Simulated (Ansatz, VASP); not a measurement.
**C: VASP beside Ansatz**

```
C
1.0
     0.00000    1.78012    1.78012
     1.78012    0.00000    1.78012
     1.78012    1.78012    0.00000
C
2
Direct
  0.00000 0.00000 0.00000
  0.25000 0.25000 0.25000
```

Alike in both runs: task single point; functional r2SCAN; k mesh 12 × 12 × 12; no spin polarisation.

|  | VASP | Ansatz |
| --- | --- | --- |
| version | VASP 6.6.1 | Ansatz 0.2.0 |
| potentials or method | VASP PAW PBE potentials, release 64 (C_h) | plane waves, PAW |
| plane-wave cutoff (eV) | 1430 | 500 |
| occupations | gaussian, width 0.01 eV | fixed |
| valence electrons in the cell | 8 | 8 |

Ansatz gave:

- gap on the k mesh at the Fermi level (eV): 4.39
- pressure (GPa): 0.0

Question: Which values does VASP return?

Answer: gap on the k mesh at the Fermi level (eV): 4.39; pressure (GPa): -0.6.

VASP's potentials were made for PBE, not for r2SCAN.
